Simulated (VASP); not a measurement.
Runs of VASP 6.6.1 on AlN. The structure is that of space group F-43m (No. 216), or close to it. The cells are those of the table. 

```csv
level,cell,smearing,gap on the mesh (eV),pressure (GPa)
r2SCAN,"a = 3.090, b = 3.090, c = 2.990 Å, angles 61.1, 61.1, 57.9°, 2 atoms",gaussian 0.01 eV,3.73,7.1
PBE,"a = 3.090, b = 3.083, c = 3.083 Å, angles 60.2, 59.9, 59.9°, 2 atoms",fermi-dirac 0.02 eV,(c),(a)
PBE,"a = 3.151, b = 3.151, c = 3.210 Å, angles 59.4, 59.4, 61.3°, 2 atoms",fermi-dirac 0.02 eV,3.08,(b)
r2SCAN,"a = 3.090, b = 3.083, c = 3.083 Å, angles 60.2, 59.9, 59.9°, 2 atoms",gaussian 0.01 eV,3.91,0.6
r2SCAN,"a = 3.151, b = 3.151, c = 3.210 Å, angles 59.4, 59.4, 61.3°, 2 atoms",gaussian 0.01 eV,3.67,-14.4
```

Alike in all rows: task single point; potentials or basis VASP PAW PBE potentials, release 64 (Al, N); no spin polarisation; k mesh 10 × 10 × 10; cutoff (eV) 520.

Question: Fill in the values left out.

Answer: (a) 5.3; (b) -9.7; (c) 3.29.

Caveats: the PAW data sets were made with another functional, which shifts forces and pressure a little (some runs).

A k mesh can miss the band edges.
